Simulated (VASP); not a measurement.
Here is a VASP 6.6.1 calculation.

File POSCAR:

```
SiGe
1.0
    3.9043776430      0.0000000000      0.0000000000
   -1.9521888215      3.3812902248      0.0000000000
    0.0000000000      0.0000000000      6.4536796672
Si Ge
2 2
Direct
    0.6666666667      0.3333333333      0.8744661518
    0.3333333333      0.6666666667      0.3744661518
    0.6666666667      0.3333333333      0.5005328482
    0.3333333333      0.6666666667      0.0005328482
```

The input INCAR.step1:

```
PREC = Accurate
ENCUT = 520
ISMEAR = 0
SIGMA = 0.05
LREAL = F
LASPH = T
NELM = 80
NBANDS = 26
GGA = PE
ALGO = Normal
EDIFF = 1E-4
LWAVE = T
LCHARG = F
```

File INCAR.step2:

```
PREC = Accurate
ENCUT = 520
EDIFF = 1E-7
ISMEAR = 0
SIGMA = 0.05
LREAL = F
LASPH = T
NELM = 80
ALGO = Normal
ISIF = 2
LWAVE = F
LCHARG = T
METAGGA = R2SCAN
LMIXTAU = T
LELF = T
LVHAR = T
NBANDS = 26
ISTART = 1
```

The input KPOINTS:

```
Automatic mesh
0
Gamma
  12 12 6
```

Potentials or basis: VASP PAW PBE potentials, release 64 (Si, Ge_d).

The run is started by

```console
$ cat potpaw_PBE.64/Si/POTCAR potpaw_PBE.64/Ge_d/POTCAR > POTCAR
$ cp INCAR.step1 INCAR
$ mpirun -np 1 vasp_std > vasp.out
$ cp INCAR.step2 INCAR
$ mpirun -np 1 vasp_std > vasp.out
```

What does it give for the pressure?

0.0 GPa.

Predict the band gap on the k mesh.

0.66 eV, indirect (least direct gap 0.78 eV).

Forces in eV/Å, atoms in the order of the input:
```
Si   0.000  0.000 -0.002
Si   0.000  0.000 -0.002
Ge   0.000  0.000  0.002
Ge   0.000  0.000  0.002
```

Caveat: the PAW data sets were made with another functional, which shifts forces and pressure a little. r2SCAN opens gaps a little over a GGA but as a rule still falls short of measured ones.
